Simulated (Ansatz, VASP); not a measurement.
BN: VASP beside Ansatz

```
B N
1.0
     0.00000    1.81239    1.81239
     1.81239    0.00000    1.81239
     1.81239    1.81239    0.00000
B N
1 1
Direct
  0.00000 0.00000 0.00000
  0.75000 0.75000 0.75000
```

Alike in both runs: task single point; functional PBE; k mesh 12 × 12 × 12; occupations gaussian, width 0.05 eV; no spin polarisation.

```csv
,VASP,Ansatz
version,VASP 6.6.1,Ansatz 0.2.0
potentials or method,"VASP PAW PBE potentials, release 64 (B, N), cutoff 520 eV","scalar-relativistic, plane waves, PAW"
valence electrons in the cell,8,8
```

```csv
,VASP,Ansatz,Ansatz less VASP
gap on the k mesh at the Fermi level (eV),4.45,4.46,+0.011
least direct gap on the mesh (eV),8.78,8.79,+0.010
pressure (GPa),0.2,0.0,-0.21
```
